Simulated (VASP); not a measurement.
# CoSi2 (MoSi2 type) (I4/mmm) in VASP: a series of runs

CoSi2 (MoSi2 type) is run at these levels: PBE; tasks: single point, relaxation of shape and atoms at fixed volume, relaxation of cell and atoms.

All numbers are computed with VASP 6.6.1; they aren't measurements. Logs are shortened: lines on timing, memory, paths and dates and some standing lists are left out, and cuts for length are marked.

## Step 1: The cell of the first run

Symmetry: I4/mmm, No. 139, tetragonal system. Conventional cell: a = 3.202 Å, b = 3.202 Å, c = 7.041 Å, α = 90.00°, β = 90.00°, γ = 90.00°. Co (site symmetry 4/mmm) has 10 Si at 2.36 to 2.55 Å within 3.1 Å. Si (site symmetry 4mm) has 5 Si at 2.33 to 2.56 Å and 5 Co at 2.36 to 2.55 Å within 3.1 Å.

## Step 2: Single point, PBE

Contents of INCAR:

```
  ALGO = Normal
  EDIFF = 1E-6
  ENCUT = 520
  GGA = PE
  ISIF = 2
  ISMEAR = -1
  LASPH = True
  LCHARG = False
  LREAL = False
  LWAVE = False
  NBANDS = 16
  NELM = 100
  PREC = Accurate
  SIGMA = 0.05
```

Contents of KPOINTS:

```
k-points
0
Gamma
  14 14 14
```

Contents of POSCAR:

```
CoSi2
1.0
   -1.6011524492      1.6011524492      3.5206903003
    1.6011524492     -1.6011524492      3.5206903003
    1.6011524492      1.6011524492     -3.5206903003
Co Si
1 2
Direct
    0.0000000000      0.0000000000      0.0000000000
    0.3345954708      0.3345954708      0.0000000000
   -0.3345954708     -0.3345954708      0.0000000000
```

Potentials or basis: VASP PAW PBE potentials, release 64 (Co, Si).

Launch:

```sh
$ cat potpaw_PBE.64/Co/POTCAR potpaw_PBE.64/Si/POTCAR > POTCAR
$ mpirun -np 1 vasp_std > vasp.out
```

OUTCAR:

```text
EDIFF = 1E-6
   ENCUT = 520
   GGA = PE
   ISIF = 2
   ISMEAR = -1
   LASPH = True
   LREAL = False
   NELM = 100
   PREC = Accurate

 ion  position               nearest neighbor table
   1  0.000  0.000  0.000-   2 2.36   3 2.36   3 2.55   2 2.55   3 2.55   3 2.55   3 2.55   2 2.55
                             2 2.55   2 2.55
   2  0.335  0.335  0.000-   3 2.33   1 2.36   1 2.55   1 2.55   1 2.55   1 2.55   3 2.56   3 2.56
                             3 2.56   3 2.56
   3  0.665  0.665  0.000-   2 2.33   1 2.36   1 2.55   1 2.55   1 2.55   1 2.55   2 2.56   2 2.56
                             2 2.56   2 2.56

  LATTYP: Found a body centered tetragonal cell.
 ALAT       =     3.2023048984
 C/A-ratio  =     2.1988476501

  Lattice vectors:

 A1 = (  -1.6011524492,   1.6011524492,   3.5206903003)
 A2 = (   1.6011524492,  -1.6011524492,   3.5206903003)
 A3 = (   1.6011524492,   1.6011524492,  -3.5206903003)

Analysis of symmetry for initial positions (statically):
=====================================================================
 Subroutine PRICEL returns:
 Original cell was already a primitive cell.

 Routine SETGRP: Setting up the symmetry group for a
 body centered tetragonal supercell.

 Subroutine GETGRP returns: Found 16 space group operations
 (whereof 16 operations were pure point group operations)
 out of a pool of 16 trial point group operations.

The static configuration has the point symmetry D_4h.

Analysis of symmetry for dynamics (positions and initial velocities):
=====================================================================
 Subroutine PRICEL returns:
 Original cell was already a primitive cell.

 Routine SETGRP: Setting up the symmetry group for a
 body centered tetragonal supercell.

 Subroutine GETGRP returns: Found 16 space group operations
 (whereof 16 operations were pure point group operations)
 out of a pool of 16 trial point group operations.

The dynamic configuration has the point symmetry D_4h.

 Subroutine INISYM returns: Found 16 space group operations
 (whereof 16 operations are pure point group operations),
 and found     1 'primitive' translations

----------------------------------------------------------------------------------------

                                     Primitive cell

  volume of cell :      36.1038

  direct lattice vectors                    reciprocal lattice vectors
    -1.601152449  1.601152449  3.520690300     0.000000000  0.312275074  0.142017604
     1.601152449 -1.601152449  3.520690300     0.312275074  0.000000000  0.142017604
     1.601152449  1.601152449 -3.520690300     0.312275074  0.312275074  0.000000000

  length of vectors
     4.186005079  4.186005079  4.186005079     0.343052069  0.343052069  0.441623645

  position of ions in fractional coordinates (direct lattice)
     0.000000000  0.000000000  0.000000000
     0.334595471  0.334595471  0.000000000
     0.665404529  0.665404529  0.000000000

  ion indices of the primitive-cell ions
   primitive index   ion index
                 1           1
                 2           2
                 3           3

----------------------------------------------------------------------------------------

 KPOINTS: k-points

Automatic generation of k-mesh.
 Grid dimensions read from file:
 generate k-points for:   14   14   14

 Generating k-lattice:

  Cartesian coordinates                     Fractional coordinates (reciprocal lattice)
     0.000000000  0.022305362  0.010144115     0.071428571 -0.000000000  0.000000000
     0.022305362  0.000000000  0.010144115    -0.000000000  0.071428571  0.000000000
     0.022305362  0.022305362  0.000000000     0.000000000  0.000000000  0.071428571

  Length of vectors
     0.024503719  0.024503719  0.031544546

  Shift w.r.t. Gamma in fractional coordinates (k-lattice)
     0.000000000  0.000000000  0.000000000

 Subroutine IBZKPT returns following result:
 ===========================================

 Found    244 irreducible k-points:

 Following reciprocal coordinates:
            Coordinates               Weight
  0.000000  0.000000  0.000000      1.000000
  0.071429  0.000000 -0.000000      8.000000
  0.142857  0.000000 -0.000000      8.000000
  0.214286 -0.000000  0.000000      8.000000
  0.285714  0.000000  0.000000      8.000000
  0.357143 -0.000000  0.000000      8.000000
[... 16 lines left out ...]
  0.214286  0.142857 -0.000000     16.000000
  0.285714  0.142857 -0.000000     16.000000
 [... further k-points ...]
   k-points           NKPTS =    244   k-points in BZ     NKDIM =    244   number of bands    NBANDS=     16
   number of dos      NEDOS =    301   number of ions     NIONS =      3
   total plane-waves  NPLWV =  32768
   dimension x,y,z NGX =    32 NGY =   32 NGZ =   32
   dimension x,y,z NGXF=    64 NGYF=   64 NGZF=   64
   ions per type =               1   2
   NGX,Y,Z   is equivalent  to a cutoff of  12.71, 12.71, 12.71 a.u.
   NGXF,Y,Z  is equivalent  to a cutoff of  25.42, 25.42, 25.42 a.u.
 SYSTEM =  unknown system
   PREC   = accura    normal or accurate (medium, high low for compatibility)
   ISTART =      0    job   : 0-new  1-cont  2-samecut
   ICHARG =      2    charge: 1-file 2-atom 10-const
   ISPIN  =      1    spin polarized calculation?
   LNONCOLLINEAR =      F non collinear calculations
   LSORBIT =      F    spin-orbit coupling
   LASPH  =      T    aspherical Exc in radial PAW
   ENCUT  =  520.0 eV  38.22 Ry    6.18 a.u.   7.78  7.78  7.78*2*pi/ulx,y,z
   NELM   =    100;   NELMIN=  2; NELMDL= -5     # of ELM steps
   EDIFF  = 0.1E-05   stopping-criterion for ELM
   LREAL  =      F    real-space projection
   EDIFFG = 0.1E-04   stopping-criterion for IOM
   NSW    =      0    number of steps for IOM
   IBRION =     -1    ionic relax: 0-MD 1-quasi-New 2-CG
   NFREE  =      0    steps in history (QN), initial steepest desc. (CG)
   ISIF   =      2    stress and relaxation
   ISYM   =      2    0-nonsym 1-usesym 2-fastsym
   POTIM  = 0.5000    time-step for ionic-motion
   TEBEG  =    0.0;   TEEND  =   0.0 temperature during run
   PSTRESS=    0.0 pullay stress
   NELECT =      17.0000    total number of electrons
   NUPDOWN=      -1.0000    fix difference up-down
   EMIN   =  10.00;   EMAX   =-10.00  energy-range for DOS
   EFERMI =   0.00;   METHOD = LEGACY
   ISMEAR =    -1;   SIGMA  =   0.05  broadening in eV -4-tet -1-fermi 0-gaus
   EFERMI_NEDOS =   21; number of points for ismear=-14 and -15
   IALGO  =     38    algorithm
   IMIX   =      4    mixing-type and parameters
     AMIX     =   0.40;   BMIX     =  1.00
     AMIX_MAG =   1.60;   BMIX_MAG =  1.00
  volume/ion in A,a.u.               =      12.03        81.21
  Fermi-wavevector in a.u.,A,eV,Ry     =   1.273621  2.406794 22.070139  1.622109
  Thomas-Fermi vector in A             =   2.406434
   LORBIT       =      0    0 simple, 1 ext, 2 COOP (PROOUT), +10 PAW based schemes
   GGA     = PE    functional components
   LHFCALC =     F    Hartree Fock is set to
   AEXX    =    0.0000 exact exchange contribution
   IVDW    =     0    specifies the selected vdW correction
   LEPSILON=     F    determine dielectric tensor
   LRPA    =     F    only Hartree local field effects (RPA)
 non-spin polarized calculation
  energy-cutoff  :      520.00
  volume of cell :       36.10
 maximum number of plane-waves:       989
   NGX = 15   NGY = 15   NGZ = 15

 number of electron      16.9999999 magnetization

 Free energy of the ion-electron system (eV)
  ---------------------------------------------------
  ext. energy  EPLUGINS =         0.00000000
  ---------------------------------------------------
  free energy    TOTEN  =       -18.23743222 eV

  energy without entropy =      -18.22876565  energy(sigma->0) =      -18.23309893

 E-fermi :  11.8111     XC(G=0): -12.2094

 val. band max:       11.7962087313   @ k =  -0.2143  -0.4286   0.0714
 cond. band min:      11.8139254604   @ k =   0.5000   0.2143  -0.0000
 fundamental gap:      0.0177167291
 Fermi energy:        11.8110974741

 k-point     1 :       0.0000    0.0000    0.0000
  band No.  band energies     occupation
      1      -2.8023      2.00000
      2       6.0376      2.00000
      3       8.5485      2.00000
      4       8.5485      2.00000
      5       9.0887      2.00000
      6       9.3374      2.00000
[... 8 lines left out ...]
     15      19.7233      0.00000
     16      20.6701      0.00000

 k-point     2 :       0.0714    0.0000   -0.0000
  band No.  band energies     occupation
      1      -2.7157      2.00000
      2       5.9914      2.00000
      3       8.2646      2.00000
      4       8.5873      2.00000
      5       9.0656      2.00000
      6       9.4708      2.00000
[... 8 lines left out ...]
     15      20.0151      0.00000
     16      20.9386      0.00000

 k-point     3 :       0.1429    0.0000   -0.0000
  band No.  band energies     occupation
      1      -2.4568      2.00000
      2       5.8441      2.00000
      3       7.6575      2.00000
      4       8.6961      2.00000
      5       8.9597      2.00000
      6       9.5366      2.00000
[... 8 lines left out ...]
     15      20.2785      0.00000
     16      20.8474      0.00000

 k-point     4 :       0.2143   -0.0000    0.0000
  band No.  band energies     occupation
      1      -2.0289      2.00000
      2       5.5060      2.00000
      3       6.9494      2.00000
      4       8.6779      2.00000
      5       8.8448      2.00000
      6       9.4094      2.00000
[... 8 lines left out ...]
     15      19.5244      0.00000
     16      20.3048      0.00000
[... 324 lines left out ...]
 k-point    22 :       0.1429    0.1429   -0.0000
  band No.  band energies     occupation
      1      -1.9994      2.00000
      2       5.2121      2.00000
      3       7.6189      2.00000
      4       8.1962      2.00000
      5       9.0643      2.00000
      6       9.1315      2.00000
[... 8 lines left out ...]
     15      18.7770      0.00000
     16      22.4981      0.00000

 k-point    23 :       0.2143    0.1429   -0.0000
  band No.  band energies     occupation
      1      -1.5213      2.00000
      2       4.8616      2.00000
      3       6.9157      2.00000
      4       8.1797      2.00000
      5       8.8550      2.00000
      6       9.1283      2.00000
[... 8 lines left out ...]
     15      19.6216      0.00000
     16      22.2916      0.00000

 k-point    24 :       0.2857    0.1429   -0.0000
  band No.  band energies     occupation
      1      -0.8862      2.00000
      2       4.3094      2.00000
      3       6.1718      2.00000
      4       8.1879      2.00000
      5       8.7104      2.00000
      6       9.0233      2.00000
[... 8 lines left out ...]
     15      20.9374      0.00000
     16      21.8026      0.00000

 [... further k-points ...]
[... 5 lines left out ...]
  --------------------------------------------------------------------------------------
  -------------------------------------------------------------------------------------
  Total       -0.0200218     -0.0200218      0.0124993      0.0000000     -0.0000000      0.0000000
  in kB       -0.8885053     -0.8885053      0.5546800      0.0000000     -0.0000000      0.0000000
  external PRESSURE =      -0.4074435 kB  Pullay stress =       0.0000000 kB

 VOLUME and BASIS-vectors are now :
 -----------------------------------------------------------------------------
  energy-cutoff  :      520.00
  volume of cell :       36.10
      direct lattice vectors                 reciprocal lattice vectors
    -1.601152449  1.601152449  3.520690300     0.000000000  0.312275074  0.142017604
     1.601152449 -1.601152449  3.520690300     0.312275074  0.000000000  0.142017604
     1.601152449  1.601152449 -3.520690300     0.312275074  0.312275074  0.000000000

 POSITION                                       TOTAL-FORCE (eV/Angst)
 -----------------------------------------------------------------------------------
      0.00000      0.00000      0.00000         0.000000      0.000000      0.000000
      0.00000      0.00000      2.35601         0.000000      0.000000      0.003366
      0.00000      0.00000      4.68537        -0.000000     -0.000000     -0.003366
 -----------------------------------------------------------------------------------
    total drift:                                0.000000     -0.000000     -0.000000

  FREE ENERGIE OF THE ION-ELECTRON SYSTEM (eV)
  ---------------------------------------------------
  free  energy   TOTEN  =       -18.2374322201 eV

  energy  without entropy=      -18.2287656454  energy(sigma->0) =      -18.23309893
```

Run time: 91 s. Hardware: 1 thread of AMD EPYC 9R45 (Zen 5), shared host; peak memory 0.25 GiB.

What came out:

```yaml
Free_energy: -18.2374 eV
Pressure: 0.0 GPa
Largest_force: 0.003 eV/Å
```

Forces in eV/Å, atoms in the order of the input:
```
Co   0.000  0.000  0.000
Si   0.000  0.000  0.003
Si   0.000  0.000 -0.003
```

Spin polarisation is off, so any magnetic state and its effect on volume and gap are missing.

## Step 3: Relaxation of shape and atoms at fixed volume, PBE

This run uses another cell than the first one, of 8.66 Å³/atom, 0.720 times its volume.

Contents of INCAR:

```
SYSTEM = CoSi2
PREC = Accurate
ENCUT = 600
EDIFF = 1E-7
ISMEAR = -1
SIGMA = 0.05
LREAL = .False.
LASPH = .True.
NELM = 80
ALGO = Normal
ISIF = 4
LWAVE = .False.
LCHARG = .False.
GGA = PE
IBRION = 2
NSW = 50
EDIFFG = -0.005
```

Contents of KPOINTS:

```
regular mesh
0
Gamma
  14 14 14
  0 0 0
```

Contents of POSCAR:

```
CoSi2
1.0
   -1.4350824372      1.4350824372      3.1555276446
    1.4350824372     -1.4350824372      3.1555276446
    1.4350824372      1.4350824372     -3.1555276446
Co Si
1 2
Direct
    0.0000000000      0.0000000000      0.0000000000
    0.3345954708      0.3345954708      0.0000000000
   -0.3345954708     -0.3345954708      0.0000000000
```

Potentials or basis: VASP PAW PBE potentials, release 64 (Co, Si).

Launch:

```sh
$ cat potpaw_PBE.64/Co/POTCAR potpaw_PBE.64/Si/POTCAR > POTCAR
$ mpirun -np 1 vasp_std > vasp.out
```

Run time: 8.7 min. Hardware: 1 thread of Intel Xeon Platinum 8488C (Sapphire Rapids), shared host; peak memory 0.26 GiB.

It converged, with:

| Quantity | Value |
| --- | --- |
| Free energy | -15.5143 eV |
| Energy gained by relaxing | 39.9 meV/atom |
| Ionic steps | 10 |
| Pressure after relaxing | 115.8 GPa |

Step by step:
| step | energy change (eV) | largest force (eV/Å) | pressure (GPa) | volume (Å³) |
| --- | --- | --- | --- | --- |
| 1 | 0.0000 | 0.1158 | 121.53 | 25.99 |
| 2 | -0.0703 | 0.7484 | 113.56 | 25.99 |
| 3 | -0.1155 | 0.4550 | 116.10 | 25.99 |
| 4 | -0.1132 | 0.5947 | 115.94 | 25.99 |
| 5 | -0.1197 | 0.0076 | 115.95 | 25.99 |
| 6 | -0.1197 | 0.0013 | 115.84 | 25.99 |
| 7 | -0.1197 | 0.0078 | 115.89 | 25.99 |
| 8 | -0.1197 | 0.0084 | 115.87 | 25.99 |
| 9 | -0.1197 | 0.0089 | 115.88 | 25.99 |
| 10 | -0.1197 | 0.0004 | 115.78 | 25.99 |

Final structure:
```
Co Si
1.0
    -1.40572    1.40572    3.28873
     1.40572   -1.40572    3.28873
     1.40572    1.40572   -3.28873
Co Si
1 2
Direct
  0.00000 0.00000 0.00000
  0.33541 0.33541 0.00000
  0.66459 0.66459 0.00000
```

Levels at points of the mesh, in eV from the Fermi level:
| k point | band 6 | band 7 | band 8 | band 9 | band 10 | band 11 | band 12 |
| --- | --- | --- | --- | --- | --- | --- | --- |
| (0.00, 0.00, 0.00) | -4.33 | -2.89 | 0.37 | 1.71 | 2.87 | 2.91 | 2.91 |
| (0.50, 0.00, 0.00) | -4.62 | -3.51 | -1.67 | 1.04 | 3.16 | 4.15 | 5.17 |
| (0.50, 0.50, 0.00) | -4.89 | -4.60 | -1.71 | -1.05 | -0.22 | 1.29 | 3.46 |
| (0.50, 0.50, 0.50) | -3.36 | -2.79 | -1.79 | -1.79 | 3.30 | 5.07 | 9.31 |

Spin polarisation is off, so any magnetic state and its effect on volume and gap are missing.

(Part 1 of 2 ends here.)
